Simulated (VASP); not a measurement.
Input of a VASP 6.6.1 run:

The input POSCAR:

```
ZnS
1.0
    3.8455099668      0.0000000000      0.0000000000
   -1.9227549834      3.3303093218      0.0000000000
    0.0000000000      0.0000000000      6.3052902589
Zn S
2 2
Direct
    0.3333333333      0.6666666667      0.0052193591
    0.6666666667      0.3333333333      0.5052193591
    0.3333333333      0.6666666667      0.3797806409
    0.6666666667      0.3333333333      0.8797806409
```

Contents of INCAR.step1:

```
PREC = Accurate
ENCUT = 520
ISMEAR = 0
SIGMA = 0.02
LREAL = F
LASPH = T
NELM = 100
NBANDS = 26
GGA = PE
ALGO = Normal
EDIFF = 1E-4
LWAVE = T
LCHARG = F
```

The input INCAR.step2:

```
PREC = Accurate
ENCUT = 520
EDIFF = 1E-6
ISMEAR = 0
SIGMA = 0.02
LREAL = F
LASPH = T
NELM = 100
ALGO = Normal
ISIF = 2
LWAVE = F
LCHARG = F
METAGGA = R2SCAN
LMIXTAU = T
NBANDS = 26
ISTART = 1
```

File KPOINTS:

```
Automatic mesh
0
Gamma
  9 9 6
```

Potentials or basis: VASP PAW PBE potentials, release 64 (Zn, S).

Command:

```bash
$ cat potpaw_PBE.64/Zn/POTCAR potpaw_PBE.64/S/POTCAR > POTCAR
$ cp INCAR.step1 INCAR
$ mpirun -np 1 vasp_std > vasp.out
$ cp INCAR.step2 INCAR
$ mpirun -np 1 vasp_std > vasp.out
```

Q: Predict the pressure.

A: -2.2 GPa.

Q: Predict the band gap on the k mesh.

A: 2.65 eV.

Forces on the atoms (eV/Å):
```
Zn   0.000  0.000  0.014
Zn   0.000  0.000  0.014
S    0.000  0.000 -0.014
S    0.000  0.000 -0.014
```

Caveat: the PAW data sets were made with another functional, which shifts forces and pressure a little. r2SCAN opens gaps a little over a GGA but as a rule still falls short of measured ones.
